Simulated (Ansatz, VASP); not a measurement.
# HfN: VASP beside Ansatz

The input INCAR:

```
PREC = Accurate
ENCUT = 520
EDIFF = 1E-7
ISMEAR = 0
SIGMA = 0.15
LREAL = False
LASPH = True
NELM = 80
ALGO = Normal
ISIF = 2
LWAVE = False
LCHARG = False
GGA = CA
NBANDS = 14
```

File KPOINTS:

```
regular mesh
0
Gamma
  18 18 18
```

The input POSCAR:

```
HfN
1.0
    0.0000000000      2.3233347065      2.2339756793
    2.3233347065      0.0000000000      2.2339756793
    2.3233347065      2.3233347065      0.0000000000
Hf N
1 1
Direct
    0.0000000000      0.0000000000      0.0000000000
    0.5000000000      0.5000000000      0.5000000000
```

Input for Ansatz:

```yaml
crystal:
  lattice:
    - [0.0, 2.3233347065, 2.2339756793]
    - [2.3233347065, 0.0, 2.2339756793]
    - [2.3233347065, 2.3233347065, 0.0]
  atoms:
    - { symbol: Hf, position: [0.0, 0.0, 0.0] }
    - { symbol: "N", position: [0.5, 0.5, 0.5] }
basis:
  ecutwfc: 520.0
kpoints:
  mp_grid: { grid: [18, 18, 18] }
hamiltonian:
  xc: lda
  pseudopotentials: { kind: paw, azcp: { folder: soft_1 } }
scf:
  occupations: { method: gaussian, width: 0.15 }
output:
  forces: true
  stress: true
  eigenvalues: true
```

Change from the starting cell: mode 4 frozen in at +0.000 Å, equal normal strain along x and y +0.0400.

Alike in both runs: task single point; functional LDA; k mesh 18 × 18 × 18; occupations gaussian, width 0.15 eV; no spin polarisation.

```csv
,VASP,Ansatz
version,VASP 6.6.1,Ansatz 0.2.0
potentials or method,"VASP PAW LDA potentials, release 64 (Hf_pv, N), cutoff 520 eV","scalar-relativistic, plane waves, PAW"
valence electrons in the cell,15,31
```

Ansatz gave:

- gap on the k mesh at the Fermi level (eV): none
- pressure (GPa): -19.1
- traceless stress, the component that is largest in VASP (GPa): 10.40

Problem. Which values does VASP return?

Solution. gap on the k mesh at the Fermi level (eV): none; pressure (GPa): -20.3; traceless stress, the component that is largest in VASP (GPa): 10.40.

Ansatz warns that its potentials were made for another functional, while VASP's fit it. LDA's correlation is that of Perdew and Zunger in VASP and of Perdew and Wang (1992) in Ansatz. A gap of «none» marks a metal or a gap that the smearing closes. VASP's potentials hold 15 valence electrons a cell and Ansatz's 31, so a difference there can come from the potentials and not from the codes.

Neither program's run includes spin-orbit coupling.
